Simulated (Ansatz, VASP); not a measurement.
# GaCuSe2 in VASP and in Ansatz

INCAR

```
PREC = Accurate
ENCUT = 520
EDIFF = 1E-6
ISMEAR = -1
SIGMA = 0.02
LREAL = False
LASPH = True
NELM = 60
ALGO = Normal
ISIF = 2
LWAVE = False
LCHARG = False
GGA = PE
NBANDS = 46
```

File KPOINTS:

```
regular mesh
0
Gamma
  8 8 2
```

The input POSCAR:

```
GaCuSe2
1.0
    3.5511975048      0.0000000000      0.0000000000
    0.0000000000      3.5511975048      0.0000000000
    0.0000000000      0.0000000000     12.5709481233
Cu Se Ga
2 4 2
Direct
    0.5000000000      0.0000000000      0.8924160378
    0.0000000000      0.5000000000      0.1075839622
    0.5000000000      0.0000000000      0.1165818880
    0.0000000000      0.5000000000      0.3702742042
    0.5000000000      0.0000000000      0.6297257958
    0.0000000000      0.5000000000      0.8834181120
    0.5000000000      0.0000000000      0.3167047425
    0.0000000000      0.5000000000      0.6832952575
```

Input for Ansatz:

```yaml
crystal:
  lattice:
    - [3.5511975048, 0.0, 0.0]
    - [0.0, 3.5511975048, 0.0]
    - [0.0, 0.0, 12.5709481233]
  atoms:
    - { symbol: Cu, position: [0.5, 0.0, 0.8924160378] }
    - { symbol: Se, position: [0.5, 0.0, 0.116581888] }
    - { symbol: Cu, position: [0.0, 0.5, 0.1075839622] }
    - { symbol: Se, position: [0.0, 0.5, 0.3702742042] }
    - { symbol: Ga, position: [0.5, 0.0, 0.3167047425] }
    - { symbol: Se, position: [0.5, 0.0, 0.6297257958] }
    - { symbol: Ga, position: [0.0, 0.5, 0.6832952575] }
    - { symbol: Se, position: [0.0, 0.5, 0.883418112] }
kpoints:
  mp_grid: { grid: [8, 8, 2] }
  band_path:
    path:
      - [[0.0, 0.0, 0.0], [-2.250967269513e-50, 0.5, 0.0], [0.5, 0.5, 0.0], [0.0, 0.0, 0.0], [0.0, 0.0, 0.5], [-2.250967269513e-50, 0.5, 0.5], [0.5, 0.5, 0.5], [0.0, 0.0, 0.5]]
      - [[-2.250967269513e-50, 0.5, 0.0], [-2.250967269513e-50, 0.5, 0.5]]
      - [[0.5, 0.5, 0.0], [0.5, 0.5, 0.5]]
    npoints: 10
hamiltonian:
  xc: pbe
scf:
  occupations: { method: fermi_dirac, width: 0.02 }
  n_extra_bands: 6
output:
  forces: true
  stress: true
  eigenvalues: true
  write_density: true
  write_potential: true
  elf: true
  volumetric_format: npy
```

Alike in both runs: task single point; functional PBE; k mesh 8 × 8 × 2; occupations fermi-dirac, width 0.02 eV; no spin polarisation.

|  | VASP | Ansatz |
| --- | --- | --- |
| version | VASP 6.6.1 | Ansatz 0.2.0 |
| potentials or method | VASP PAW PBE potentials, release 64 (Cu, Se, Ga_d) | plane waves, PAW |
| plane-wave cutoff (eV) | 520 | 420 |
| valence electrons in the cell | 72 | 128 |

Ansatz gave:

| Item | Value |
| --- | --- |
| pressure (GPa) | 2.1 |
| rms of the force components (eV/Å) | 0.084 |

**Question.** What did VASP give for the same quantities?

**Answer.** Pressure (GPa): 2.3; rms of the force components (eV/Å): 0.086.

With one functional, cell and mesh, what is left measures potentials, basis and numerics. VASP's potentials hold 72 valence electrons a cell and Ansatz's 128, so a difference there can come from the potentials and not from the codes.
